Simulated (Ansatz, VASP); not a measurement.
Re: VASP beside Ansatz

File POSCAR:

```
Re
1.0
    0.0000000000      2.0306628523      1.8682098241
    2.0306628523      0.0000000000      1.8682098241
    2.0306628523      2.0306628523      0.0000000000
Re
1
Direct
    0.0000000000      0.0000000000      0.0000000000
```

INCAR.step1

```
PREC = Accurate
ENCUT = 520
ISMEAR = 0
SIGMA = 0.15
LREAL = F
LASPH = T
NELM = 80
NBANDS = 10
GGA = PE
ALGO = Normal
EDIFF = 1E-4
LWAVE = T
LCHARG = F
```

Contents of INCAR.step2:

```
PREC = Accurate
ENCUT = 520
EDIFF = 1E-6
ISMEAR = 0
SIGMA = 0.15
LREAL = F
LASPH = T
NELM = 80
ALGO = Normal
ISIF = 2
LWAVE = F
LCHARG = T
METAGGA = R2SCAN
LMIXTAU = T
LELF = T
LVHAR = T
NBANDS = 10
ISTART = 1
```

The input KPOINTS:

```
regular mesh
0
Gamma
  22 22 22
```

Input for Ansatz:

```yaml
crystal:
  lattice:
    - [0.0, 2.0306628523, 1.8682098241]
    - [2.0306628523, 0.0, 1.8682098241]
    - [2.0306628523, 2.0306628523, 0.0]
  atoms:
    - { symbol: Re, position: [0.0, 0.0, 0.0] }
basis:
  ecutwfc: 500
kpoints:
  mp_grid: { grid: [22, 22, 22] }
hamiltonian:
  xc: r2scan
scf:
  occupations: { method: gaussian, width: 0.15 }
output:
  forces: true
  stress: true
  eigenvalues: true
```

Alike in both runs: task single point; functional r2SCAN; k mesh 22 × 22 × 22; occupations gaussian, width 0.15 eV; no spin polarisation.

|  | VASP | Ansatz |
| --- | --- | --- |
| version | VASP 6.6.1 | Ansatz 0.2.0 |
| potentials or method | VASP PAW PBE potentials, release 64 (Re), cutoff 520 eV | scalar-relativistic, plane waves, PAW |
| valence electrons in the cell | 7 | 15 |

Ansatz gave:

- gap on the k mesh at the Fermi level (eV): none
- pressure (GPa): -14.6
- traceless stress, the component that is largest in VASP (GPa): 11.30

Problem. Which values does VASP return?

Solution. gap on the k mesh at the Fermi level (eV): none; pressure (GPa): -14.9; traceless stress, the component that is largest in VASP (GPa): 11.25.

VASP's potentials were made for PBE, not for r2SCAN. A gap of «none» marks a metal or a gap that the smearing closes. VASP's potentials hold 7 valence electrons a cell and Ansatz's 15, so a difference there can come from the potentials and not from the codes.

Spin-orbit coupling is off throughout.
